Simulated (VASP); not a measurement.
# Hf (Fd-3m) in VASP: notebook

Runs on Hf. Level: LDA. Tasks: single point.

Everything below comes from runs of VASP 6.6.1. Logs are shortened: lines on timing, memory, paths and dates and some standing lists are left out, and cuts for length are marked.

## Step 1: The cell of the first run

The structure is cubic, space group Fd-3m (No. 227). The conventional cell has a = 5.872 Å, b = 5.872 Å, c = 5.872 Å, α = 90.00°, β = 90.00°, γ = 90.00°. Within 3.4 Å of Hf (site symmetry -43m) lie 4 Hf at 2.54 Å.

## Step 2: Single point, LDA (volume scaled by 0.84)

The input, INCAR:

```
SYSTEM = Hf
PREC = Accurate ; ENCUT = 520
EDIFF = 1E-6 ; ISMEAR = -1
SIGMA = 0.05 ; LREAL = .False.
LASPH = .True. ; NELM = 60
ALGO = Normal ; ISIF = 2
LWAVE = .False. ; LCHARG = .True.
LELF = .True. ; LVHAR = .True.
NBANDS = 17
```

The input, KPOINTS:

```
Automatic mesh
0
Gamma
  11 11 11
  0 0 0
```

The input, POSCAR:

```
Hf
1.0
    0.0000000000      2.9358134754      2.9358134754
    2.9358134754      0.0000000000      2.9358134754
    2.9358134754      2.9358134754      0.0000000000
Hf
2
Direct
   -0.1250000000     -0.1250000000     -0.1250000000
    0.1250000000      0.1250000000      0.1250000000
```

Potentials or basis: VASP PAW LDA potentials, release 64 (Hf_pv).

Launch:

```
cat potpaw_LDA.64/Hf_pv/POTCAR > POTCAR
mpirun -np 1 vasp_std > vasp.out
```

OUTCAR:

```text
SYSTEM = Hf
   PREC = Accurate
   ENCUT = 520
   EDIFF = 1E-6
   ISMEAR = -1
   LREAL = .False.
   LASPH = .True.
   NELM = 60
   ISIF = 2

 ion  position               nearest neighbor table
   1  0.875  0.875  0.875-   2 2.54   2 2.54   2 2.54   2 2.54
   2  0.125  0.125  0.125-   1 2.54   1 2.54   1 2.54   1 2.54

  LATTYP: Found a face centered cubic cell.
 ALAT       =     5.8716269508

  Lattice vectors:

 A1 = (   0.0000000000,   2.9358134754,   2.9358134754)
 A2 = (   2.9358134754,   0.0000000000,   2.9358134754)
 A3 = (   2.9358134754,   2.9358134754,   0.0000000000)

Analysis of symmetry for initial positions (statically):
=====================================================================
 Subroutine PRICEL returns:
 Original cell was already a primitive cell.

 Routine SETGRP: Setting up the symmetry group for a
 face centered cubic supercell.

 Subroutine GETGRP returns: Found 48 space group operations
 (whereof 12 operations were pure point group operations)
 out of a pool of 48 trial point group operations.

The static configuration has the point symmetry D_3d.
 The point group associated with its full space group is O_h .

Analysis of symmetry for dynamics (positions and initial velocities):
=====================================================================
 Subroutine PRICEL returns:
 Original cell was already a primitive cell.

 Routine SETGRP: Setting up the symmetry group for a
 face centered cubic supercell.

 Subroutine GETGRP returns: Found 48 space group operations
 (whereof 12 operations were pure point group operations)
 out of a pool of 48 trial point group operations.

The dynamic configuration has the point symmetry D_3d.
 The point group associated with its full space group is O_h .

 Subroutine INISYM returns: Found 48 space group operations
 (whereof 12 operations are pure point group operations),
 and found     1 'primitive' translations

----------------------------------------------------------------------------------------

                                     Primitive cell

  volume of cell :      50.6076

  direct lattice vectors                    reciprocal lattice vectors
     0.000000000  2.935813475  2.935813475    -0.170310547  0.170310547  0.170310547
     2.935813475  0.000000000  2.935813475     0.170310547 -0.170310547  0.170310547
     2.935813475  2.935813475  0.000000000     0.170310547  0.170310547 -0.170310547

  length of vectors
     4.151867234  4.151867234  4.151867234     0.294986521  0.294986521  0.294986521

  position of ions in fractional coordinates (direct lattice)
     0.875000000  0.875000000  0.875000000
     0.125000000  0.125000000  0.125000000

  ion indices of the primitive-cell ions
   primitive index   ion index
                 1           1
                 2           2

----------------------------------------------------------------------------------------

 KPOINTS: Automatic mesh

Automatic generation of k-mesh.
 Grid dimensions read from file:
 generate k-points for:   11   11   11

 Generating k-lattice:

  Cartesian coordinates                     Fractional coordinates (reciprocal lattice)
    -0.015482777  0.015482777  0.015482777     0.090909091  0.000000000  0.000000000
     0.015482777 -0.015482777  0.015482777     0.000000000  0.090909091  0.000000000
     0.015482777  0.015482777 -0.015482777     0.000000000  0.000000000  0.090909091

  Length of vectors
     0.026816956  0.026816956  0.026816956

  Shift w.r.t. Gamma in fractional coordinates (k-lattice)
     0.000000000  0.000000000  0.000000000

 Subroutine IBZKPT returns following result:
 ===========================================

 Found     56 irreducible k-points:

 Following reciprocal coordinates:
            Coordinates               Weight
  0.000000  0.000000  0.000000      1.000000
  0.090909  0.000000  0.000000      8.000000
  0.181818  0.000000  0.000000      8.000000
  0.272727  0.000000  0.000000      8.000000
  0.363636  0.000000  0.000000      8.000000
  0.454545  0.000000  0.000000      8.000000
[... 16 lines left out ...]
 -0.272727  0.181818  0.000000     24.000000
 -0.181818  0.181818  0.000000     12.000000
 [... further k-points ...]
   k-points           NKPTS =     56   k-points in BZ     NKDIM =     56   number of bands    NBANDS=     17
   number of dos      NEDOS =    301   number of ions     NIONS =      2
   total plane-waves  NPLWV =  32768
   dimension x,y,z NGX =    32 NGY =   32 NGZ =   32
   dimension x,y,z NGXF=    64 NGYF=   64 NGZF=   64
   ions per type =               2
   NGX,Y,Z   is equivalent  to a cutoff of  12.81, 12.81, 12.81 a.u.
   NGXF,Y,Z  is equivalent  to a cutoff of  25.63, 25.63, 25.63 a.u.
 SYSTEM =  Hf
   PREC   = accura    normal or accurate (medium, high low for compatibility)
   ISTART =      0    job   : 0-new  1-cont  2-samecut
   ICHARG =      2    charge: 1-file 2-atom 10-const
   ISPIN  =      1    spin polarized calculation?
   LNONCOLLINEAR =      F non collinear calculations
   LSORBIT =      F    spin-orbit coupling
   LASPH  =      T    aspherical Exc in radial PAW
   ENCUT  =  520.0 eV  38.22 Ry    6.18 a.u.   7.72  7.72  7.72*2*pi/ulx,y,z
   NELM   =     60;   NELMIN=  2; NELMDL= -5     # of ELM steps
   EDIFF  = 0.1E-05   stopping-criterion for ELM
   LREAL  =      F    real-space projection
   EDIFFG = 0.1E-04   stopping-criterion for IOM
   NSW    =      0    number of steps for IOM
   IBRION =     -1    ionic relax: 0-MD 1-quasi-New 2-CG
   NFREE  =      0    steps in history (QN), initial steepest desc. (CG)
   ISIF   =      2    stress and relaxation
   ISYM   =      2    0-nonsym 1-usesym 2-fastsym
   POTIM  = 0.5000    time-step for ionic-motion
   TEBEG  =    0.0;   TEEND  =   0.0 temperature during run
   PSTRESS=    0.0 pullay stress
   NELECT =      20.0000    total number of electrons
   NUPDOWN=      -1.0000    fix difference up-down
   EMIN   =  10.00;   EMAX   =-10.00  energy-range for DOS
   EFERMI =   0.00;   METHOD = LEGACY
   ISMEAR =    -1;   SIGMA  =   0.05  broadening in eV -4-tet -1-fermi 0-gaus
   EFERMI_NEDOS =   21; number of points for ismear=-14 and -15
   IALGO  =     38    algorithm
   IMIX   =      4    mixing-type and parameters
     AMIX     =   0.40;   BMIX     =  1.00
     AMIX_MAG =   1.60;   BMIX_MAG =  1.00
  volume/ion in A,a.u.               =      25.30       170.76
  Fermi-wavevector in a.u.,A,eV,Ry     =   1.201378  2.270275 19.637415  1.443309
  Thomas-Fermi vector in A             =   2.337189
   LORBIT       =      0    0 simple, 1 ext, 2 COOP (PROOUT), +10 PAW based schemes
   GGA     = CA    functional components
   LHFCALC =     F    Hartree Fock is set to
   AEXX    =    0.0000 exact exchange contribution
   IVDW    =     0    specifies the selected vdW correction
   LEPSILON=     F    determine dielectric tensor
   LRPA    =     F    only Hartree local field effects (RPA)
 non-spin polarized calculation
  energy-cutoff  :      520.00
  volume of cell :       50.61
 maximum number of plane-waves:      1379
   NGX = 15   NGY = 15   NGZ = 15

 number of electron      20.0000003 magnetization

 Free energy of the ion-electron system (eV)
  ---------------------------------------------------
  ext. energy  EPLUGINS =         0.00000000
  ---------------------------------------------------
  free energy    TOTEN  =       -15.78612070 eV

  energy without entropy =      -15.75613008  energy(sigma->0) =      -15.77112539

 E-fermi :   3.3252     XC(G=0): -10.5886

 val. band max:        3.3122990334   @ k =   0.1818   0.0000   0.0000
 cond. band min:       3.3445475702   @ k =   0.4545   0.3636   0.0909
 fundamental gap:      0.0322485368
 Fermi energy:         3.3251774449

 k-point     1 :       0.0000    0.0000    0.0000
  band No.  band energies     occupation
      1     -27.7119      2.00000
      2     -27.7119      2.00000
      3     -27.7119      2.00000
      4     -26.3500      2.00000
      5     -26.3500      2.00000
      6     -26.3500      2.00000
[... 9 lines left out ...]
     16      10.9264      0.00000
     17      10.9264      0.00000

 k-point     2 :       0.0909    0.0000    0.0000
  band No.  band energies     occupation
      1     -27.7263      2.00000
      2     -27.7263      2.00000
      3     -27.7126      2.00000
      4     -26.3510      2.00000
      5     -26.3338      2.00000
      6     -26.3338      2.00000
[... 9 lines left out ...]
     16      10.8737      0.00000
     17      10.8737      0.00000

 k-point     3 :       0.1818    0.0000    0.0000
  band No.  band energies     occupation
      1     -27.7633      2.00000
      2     -27.7633      2.00000
      3     -27.7152      2.00000
      4     -26.3530      2.00000
      5     -26.2919      2.00000
      6     -26.2919      2.00000
[... 9 lines left out ...]
     16      10.7078      0.00000
     17      10.7078      0.00000

 k-point     4 :       0.2727    0.0000    0.0000
  band No.  band energies     occupation
      1     -27.8088      2.00000
      2     -27.8088      2.00000
      3     -27.7203      2.00000
      4     -26.3533      2.00000
      5     -26.2400      2.00000
      6     -26.2400      2.00000
[... 9 lines left out ...]
     16      10.4031      0.00000
     17      10.4031      0.00000

 k-point     5 :       0.3636    0.0000    0.0000
  band No.  band energies     occupation
      1     -27.8481      2.00000
      2     -27.8481      2.00000
      3     -27.7265      2.00000
      4     -26.3515      2.00000
      5     -26.1948      2.00000
      6     -26.1948      2.00000
[... 9 lines left out ...]
     16       9.9476      0.00000
     17       9.9483      0.00000

 k-point     6 :       0.4545    0.0000    0.0000
  band No.  band energies     occupation
      1     -27.8704      2.00000
      2     -27.8704      2.00000
      3     -27.7309      2.00000
      4     -26.3495      2.00000
      5     -26.1690      2.00000
      6     -26.1690      2.00000
[... 9 lines left out ...]
     16       9.1628      0.00000
     17       9.4804      0.00000

 k-point     7 :       0.0909    0.0909    0.0000
  band No.  band energies     occupation
      1     -27.7437      2.00000
      2     -27.7437      2.00000
      3     -27.6858      2.00000
      4     -26.3811      2.00000
      5     -26.3144      2.00000
      6     -26.3144      2.00000
[... 9 lines left out ...]
     16      10.6142      0.00000
     17      11.0565      0.00000

 k-point     8 :       0.1818    0.0909    0.0000
  band No.  band energies     occupation
      1     -27.7825      2.00000
      2     -27.7812      2.00000
      3     -27.6656      2.00000
      4     -26.4058      2.00000
      5     -26.2732      2.00000
      6     -26.2706      2.00000
[... 9 lines left out ...]
     16      10.2776      0.00000
     17      11.0659      0.00000
[... 203 lines left out ...]
      1     -27.9295      2.00000
      2     -27.9050      2.00000
      3     -27.5269      2.00000
      4     -26.5599      2.00000
      5     -26.1305      2.00000
      6     -26.1117      2.00000
[... 9 lines left out ...]
     16       8.8117      0.00000
     17      10.7233      0.00000

 k-point    20 :       0.4545    0.1818    0.0000
  band No.  band energies     occupation
      1     -27.9801      2.00000
      2     -27.9237      2.00000
      3     -27.5020      2.00000
      4     -26.5825      2.00000
      5     -26.1083      2.00000
      6     -26.0611      2.00000
[... 9 lines left out ...]
     16       8.7661      0.00000
     17       9.9629      0.00000

 k-point    21 :      -0.4545    0.1818    0.0000
  band No.  band energies     occupation
      1     -28.0099      2.00000
      2     -27.9194      2.00000
      3     -27.4988      2.00000
      4     -26.5822      2.00000
      5     -26.1128      2.00000
      6     -26.0318      2.00000
[... 9 lines left out ...]
     16       9.0124      0.00000
     17       9.3272      0.00000

 k-point    22 :      -0.3636    0.1818    0.0000
  band No.  band energies     occupation
      1     -28.0094      2.00000
      2     -27.8932      2.00000
      3     -27.5220      2.00000
      4     -26.5562      2.00000
      5     -26.1428      2.00000
      6     -26.0330      2.00000
[... 9 lines left out ...]
     16       8.0940      0.00000
     17       9.7542      0.00000

 k-point    23 :      -0.2727    0.1818    0.0000
  band No.  band energies     occupation
      1     -27.9760      2.00000
      2     -27.8516      2.00000
      3     -27.5670      2.00000
      4     -26.5090      2.00000
      5     -26.1905      2.00000
      6     -26.0677      2.00000
[... 9 lines left out ...]
     16       8.4566      0.00000
     17      11.0393      0.00000

 k-point    24 :      -0.1818    0.1818    0.0000
  band No.  band energies     occupation
      1     -27.9139      2.00000
      2     -27.8064      2.00000
      3     -27.6233      2.00000
      4     -26.4505      2.00000
      5     -26.2422      2.00000
      6     -26.1322      2.00000
[... 9 lines left out ...]
     16       9.2584      0.00000
     17      11.1258      0.00000

 [... further k-points ...]

------------------------ aborting loop because EDIFF is reached ----------------------------------------

  FORCE on cell =-STRESS in cart. coord.  units (eV):
  Direction    XX          YY          ZZ          XY          YZ          ZX
  --------------------------------------------------------------------------------------
  -------------------------------------------------------------------------------------
  Total        2.2126627      2.2126627      2.2126627     -0.0000000      0.0000000      0.0000000
  in kB       70.0503697     70.0503697     70.0503697     -0.0000000      0.0000000      0.0000000
  external PRESSURE =      70.0503697 kB  Pullay stress =       0.0000000 kB

 VOLUME and BASIS-vectors are now :
 -----------------------------------------------------------------------------
  energy-cutoff  :      520.00
  volume of cell :       50.61
      direct lattice vectors                 reciprocal lattice vectors
     0.000000000  2.935813475  2.935813475    -0.170310547  0.170310547  0.170310547
     2.935813475  0.000000000  2.935813475     0.170310547 -0.170310547  0.170310547
     2.935813475  2.935813475  0.000000000     0.170310547  0.170310547 -0.170310547

 POSITION                                       TOTAL-FORCE (eV/Angst)
 -----------------------------------------------------------------------------------
      5.13767      5.13767      5.13767         0.000000      0.000000      0.000000
      0.73395      0.73395      0.73395        -0.000000     -0.000000     -0.000000
 -----------------------------------------------------------------------------------
    total drift:                                0.000000      0.000000     -0.000000

  FREE ENERGIE OF THE ION-ELECTRON SYSTEM (eV)
  ---------------------------------------------------
  free  energy   TOTEN  =       -15.7861207011 eV

  energy  without entropy=      -15.7561300819  energy(sigma->0) =      -15.77112539
```

Wall time 24 s (1 thread of AMD EPYC 9R45 (Zen 5), shared host); peak memory 0.14 GiB.

Results:

```
Free energy            : -15.7861 eV
Pressure               : 7.0 GPa
Band gap on the k mesh : zero (band 10 reaches 3.54 eV, above the bottom of band 11 at 3.22 eV)
```

Caveat: spin-orbit coupling is left out, which moves the levels of the heavy elements.

## Step 3: Single point, LDA (volume scaled by 0.92)

The input, INCAR:

```
PREC = Accurate
ENCUT = 520
EDIFF = 1E-6
ISMEAR = -1
SIGMA = 0.05
LREAL = False
LASPH = True
NELM = 60
ALGO = Normal
ISIF = 2
LWAVE = False
LCHARG = False
NBANDS = 17
```

The input, KPOINTS:

```
regular mesh
0
Gamma
  11 11 11
```

The input, POSCAR:

```
Hf
1.0
    0.0000000000      3.0262024136      3.0262024136
    3.0262024136      0.0000000000      3.0262024136
    3.0262024136      3.0262024136      0.0000000000
Hf
2
Direct
   -0.1250000000     -0.1250000000     -0.1250000000
    0.1250000000      0.1250000000      0.1250000000
```

Potentials or basis: VASP PAW LDA potentials, release 64 (Hf_pv).

Launch:

```
cat potpaw_LDA.64/Hf_pv/POTCAR > POTCAR
mpirun -np 1 vasp_std > vasp.out
```

Run time: 22 s. Hardware: 1 thread of AMD EPYC 9R45 (Zen 5), shared host; peak memory 0.15 GiB.

It converged, with:

| Property | Result |
| --- | --- |
| Free energy | -15.9253 eV |
| Pressure | 2.5 GPa |
| Band gap on the k mesh | zero (band 10 reaches 2.95 eV, above the bottom of band 11 at 2.40 eV) |

Levels at points of the mesh, in eV from the Fermi level:
```tsv
k point	band 6	band 7	band 8	band 9	band 10	band 11	band 12	band 13	band 14	band 15
(0.00, 0.00, 0.00)	-29.80	-5.63	-0.85	-0.85	0.13	0.13	0.13	2.44	2.44	2.44
```

Caveat: spin-orbit coupling is left out, which moves the levels of the heavy elements.

(Continued in part 2 of 2.)
